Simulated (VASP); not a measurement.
A run of VASP 6.6.1 is set up as follows.

The input INCAR:

```
SYSTEM = Hf3N4
ALGO = Normal
EDIFF = 1E-7
EDIFFG = -0.005
ENCUT = 600
GGA = PS
GGA_COMPAT = .False.
IBRION = 2
ISIF = 3
ISMEAR = -1
LASPH = .True.
LCHARG = .False.
LREAL = .False.
LWAVE = .False.
NELM = 120
NELMIN = 4
NSW = 80
PREC = Accurate
SIGMA = 0.02
```

The input KPOINTS:

```
k-points
0
Gamma
  6 6 6
  0 0 0
```

The input POSCAR:

```
Hf3N4
1.0
   -3.3667166136      3.3667166136      3.3667166136
    3.3667166136     -3.3667166136      3.3667166136
    3.3667166136      3.3667166136     -3.3667166136
Hf N
6 8
Direct
    0.8750000000      0.2500000000      0.1250000000
    0.1250000000      0.8750000000      0.2500000000
    0.3750000000      0.6250000000      0.7500000000
    0.2500000000      0.1250000000      0.8750000000
    0.7500000000      0.3750000000      0.6250000000
    0.6250000000      0.7500000000      0.3750000000
    0.5000000000      0.0000000000      0.6333056760
    0.1333056760      0.5000000000      0.0000000000
    0.3666943240      0.3666943240      0.3666943240
    0.0000000000      0.1333056760      0.5000000000
    0.8666943240      0.8666943240      0.8666943240
    0.0000000000      0.6333056760      0.5000000000
    0.5000000000      0.0000000000      0.1333056760
    0.6333056760      0.5000000000      0.0000000000
```

Potentials or basis: VASP PAW PBE potentials, release 64 (Hf_pv, N).

Launch:

```console
$ cat potpaw_PBE.64/Hf_pv/POTCAR potpaw_PBE.64/N/POTCAR > POTCAR
$ mpirun -np 1 vasp_std > vasp.out
```

**Question.** What does it give for the relaxed cell?

**Answer.** a = 5.741 Å, b = 5.741 Å, c = 5.741 Å, α = 109.47°, β = 109.47°, γ = 109.47°.

**Question.** Estimate the space group after relaxing (to 0.1 Å).

**Answer.** I-43d (No. 220).

Final structure:
```
Hf N
1.0
    -3.31460    3.31460    3.31460
     3.31460   -3.31460    3.31460
     3.31460    3.31460   -3.31460
Hf N
6 8
Direct
  0.87500 0.25000 0.12500
  0.12500 0.87500 0.25000
  0.37500 0.62500 0.75000
  0.25000 0.12500 0.87500
  0.75000 0.37500 0.62500
  0.62500 0.75000 0.37500
  0.50000 0.00000 0.64004
  0.14004 0.50000 0.00000
  0.35996 0.35996 0.35996
  0.00000 0.14004 0.50000
  0.85996 0.85996 0.85996
  0.00000 0.64004 0.50000
  0.50000 0.00000 0.14004
  0.64004 0.50000 0.00000
```
